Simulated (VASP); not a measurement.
The system is Fe.

```
Fe
1.0
    -1.44300    1.44300    1.44300
     1.44300   -1.44300    1.44300
     1.44300    1.44300   -1.44300
Fe
1
Direct
  0.00000 0.00000 0.00000
```

```yaml
Program: VASP 6.6.1
Task: relaxation of cell and atoms
Functional: RPBE
Potentials_or_basis: VASP PAW PBE potentials, release 64 (Fe)
Cutoff: 600 eV
k_mesh: 13 × 13 × 13
Occupations: fermi-dirac, width 0.05 eV
Spin: collinear spin, ferromagnetic start
Starting_moments: "[3.0] μB"
```

At the start: pressure -3.0 GPa; volume 12.02 Å³/atom.

Q: Where does the relaxation end?

A: Over 3 steps the energy falls by 2.8 meV/atom and the volume is 11.72 Å³/atom (-2.5 %); space group Im-3m (No. 229, to 0.05 Å); moment 2.25 μB per cell.

The path:
```tsv
step	energy change (eV)	largest force (eV/Å)	pressure (GPa)	volume (Å³)
1	0.0000	0.0000	-2.95	12.02
2	-0.0025	0.0000	0.89	11.64
3	-0.0028	0.0000	0.05	11.72
```

Final structure:
```
Fe
1.0
    -1.43107    1.43107    1.43107
     1.43107   -1.43107    1.43107
     1.43107    1.43107   -1.43107
Fe
1
Direct
  0.00000 0.00000 0.00000
```

Caveat: the PAW data sets were made with another functional, which shifts forces and pressure a little.
